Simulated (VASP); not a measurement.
A run of VASP 6.6.1:

The input POSCAR:

```
Ir
1.0
    0.0000000000      1.9156000000      1.9156000000
    1.9156000000      0.0000000000      1.9156000000
    1.9156000000      1.9156000000      0.0000000000
Ir
1
Direct
    0.0000000000      0.0000000000      0.0000000000
```

File INCAR.step1:

```
  ALGO = Normal
  EDIFF = 1E-5
  EDIFFG = -0.005
  ENCUT = 550
  GGA = PE
  GGA_COMPAT = False
  IBRION = 2
  ISIF = 3
  ISMEAR = -1
  LASPH = True
  LCHARG = False
  LREAL = False
  LWAVE = True
  NELM = 120
  NELMIN = 4
  NSW = 100
  PREC = Accurate
  SIGMA = 0.1
```

The input INCAR.step2:

```
  ALGO = Normal
  EDIFF = 1E-7
  EDIFFG = -0.03
  ENCUT = 550
  GGA_COMPAT = False
  IBRION = 2
  ISIF = 8
  ISMEAR = -1
  ISTART = 1
  LASPH = True
  LCHARG = False
  LMIXTAU = True
  LREAL = False
  LWAVE = False
  METAGGA = R2SCAN
  NELM = 120
  NELMIN = 4
  NSW = 80
  PREC = Accurate
  SIGMA = 0.1
```

The input KPOINTS:

```
k-points
0
Gamma
  8 8 8
```

Potentials or basis: VASP PAW PBE potentials, release 64 (Ir_sv_GW).

Launch:

```console
$ cat potpaw_PBE.64/Ir_sv_GW/POTCAR > POTCAR
$ cp INCAR.step1 INCAR
$ mpirun -np 1 vasp_std > vasp.out
$ cp INCAR.step2 INCAR
$ mpirun -np 1 vasp_std > vasp.out
```

Hardware: 1 thread of Intel(R) Xeon(R) Platinum 8488C (Sapphire Rapids), on a shared host.

**Question.** How long does it take, and how much memory?

**Answer.** Run time: 120 s on 1 thread of Intel(R) Xeon(R) Platinum 8488C (Sapphire Rapids) (shared host), peak memory 0.15 GiB. Counts: k points 29, ion steps 3.
